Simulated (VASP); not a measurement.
A run of VASP 6.6.1 is set up as follows.

INCAR

```
SYSTEM = Sr
PREC = Accurate ; ENCUT = 520
EDIFF = 1E-6 ; ISMEAR = 0
SIGMA = 0.1 ; LREAL = .False.
LASPH = .True. ; NELM = 100
ALGO = Fast ; ISIF = 2
LWAVE = .False. ; LCHARG = .False.
GGA = PE ; NBANDS = 28
```

Contents of KPOINTS:

```
Automatic mesh
0
Gamma
  8 8 6
  0 0 0
```

File POSCAR:

```
Sr
1.0
   -3.8299078220      3.9798475325      3.7568267218
    3.9798475325     -3.8299078220      3.7568267218
    4.3289284088      4.3289284088     -3.5825021968
Sr
4
Direct
    0.1605708271      0.6605708271      0.8046176930
    0.8361274695      0.3361274695      0.2058790353
    0.6618557046      0.8414459988      0.4947516359
    0.3414459988      0.1618557046      0.4947516359
```

Potentials or basis: VASP PAW PBE potentials, release 64 (Sr_sv).

Run with:

```bash
$ cat potpaw_PBE.64/Sr_sv/POTCAR > POTCAR
$ mpirun -np 1 vasp_std > vasp.out
```

**Question.** Estimate the pressure.

**Answer.** -0.2 GPa.

**Question.** Estimate the largest force.

**Answer.** 0.674 eV/Å.

**Question.** Predict the band gap on the k mesh.

**Answer.** Zero (band 20 reaches 1.20 eV, above the bottom of band 21 at 0.71 eV).

Forces in eV/Å, atoms in the order of the input:
```
Sr   0.404  0.404 -0.077
Sr  -0.464 -0.464  0.155
Sr  -0.333  0.393 -0.039
Sr   0.393 -0.333 -0.039
```

Caveat: the cell differs from its parent crystal (strained and its atoms moved).
